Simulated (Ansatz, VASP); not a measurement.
**In2Sb: VASP beside Ansatz**

```
In Sb
1.0
     5.37990    0.00000    0.00000
    -2.68995    4.65913    0.00000
     0.00000    0.00000    6.72255
In Sb
4 2
Direct
  0.66667 0.33333 0.25000
  0.33333 0.66667 0.75000
  0.00000 0.00000 0.50000
  0.00000 0.00000 0.00000
  0.66667 0.33333 0.75000
  0.33333 0.66667 0.25000
```

Alike in both runs: task single point; functional r2SCAN; k mesh 12 × 12 × 6; occupations methfessel-paxton of order 1, width 0.3 eV; no spin polarisation.

|  | VASP | Ansatz |
| --- | --- | --- |
| version | VASP 6.6.1 | Ansatz 0.2.0 |
| potentials or method | VASP PAW PBE potentials, release 64 (In_d, Sb), cutoff 520 eV | scalar-relativistic, plane waves, PAW |
| valence electrons in the cell | 62 | 82 |

```csv
,VASP,Ansatz,Ansatz less VASP
gap on the k mesh at the Fermi level (eV),none,none,-
pressure (GPa),-0.9,-0.9,+0.03
"traceless stress, the component that is largest in VASP (GPa)",-1.21,-1.19,+0.013
```

VASP's potentials were made for PBE, not for r2SCAN. A gap of «none» marks a metal or a gap that the smearing closes. VASP's potentials hold 62 valence electrons a cell and Ansatz's 82, so a difference there can come from the potentials and not from the codes.

Spin-orbit coupling is off throughout.
